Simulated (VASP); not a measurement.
Here is a VASP 6.6.1 calculation.

Contents of INCAR:

```
PREC = Accurate
ENCUT = 520
EDIFF = 1E-6
ISMEAR = -1
SIGMA = 0.05
LREAL = F
LASPH = T
NELM = 60
ALGO = Normal
ISIF = 2
LWAVE = F
LCHARG = T
GGA = PS
LELF = T
LVHAR = T
NBANDS = 41
```

The input KPOINTS:

```
Automatic mesh
0
Gamma
  4 4 4
```

File POSCAR:

```
SrHfBr6
1.0
    5.8839320009      3.3991728130      2.4977421256
   -5.8839065353      3.3984666254      2.4987437050
   -0.0006475906     -6.7966513531      2.4968787680
Sr Hf Br
1 1 6
Direct
    0.0034559452      0.0051091133      0.0098405715
    0.5033345458      0.5051086383      0.5099181727
    0.4847888585      0.2849151358      0.1342217356
    0.2833506205      0.1293892794      0.4912328149
    0.8791418393      0.5236589275      0.7300039737
    0.7231983850      0.8807854702      0.5284820976
    0.5220646414      0.7252708430      0.8856418889
    0.1276049093      0.4865502277      0.2896456396
```

Potentials or basis: VASP PAW PBE potentials, release 64 (Sr_sv, Hf_pv, Br).

Launch:

```console
$ cat potpaw_PBE.64/Sr_sv/POTCAR potpaw_PBE.64/Hf_pv/POTCAR potpaw_PBE.64/Br/POTCAR > POTCAR
$ mpirun -np 1 vasp_std > vasp.out
```

Question: What does it give for the band gap on the k mesh?

Answer: 2.77 eV (least direct gap 2.86 eV).

Question: Estimate the largest force.

Answer: 0.051 eV/Å.

Forces in eV/Å, atoms in the order of the input:
```
Sr  -0.001  0.000 -0.001
Hf   0.001  0.001  0.000
Br  -0.019 -0.027  0.039
Br  -0.016  0.028  0.039
Br  -0.034  0.003 -0.038
Br   0.016 -0.028 -0.038
Br   0.018  0.026 -0.038
Br   0.034 -0.004  0.038
```

Caveat: the PAW data sets were made with another functional, which shifts forces and pressure a little; spin-orbit coupling is left out, which moves the levels of the heavy elements. A k mesh can miss the band edges.
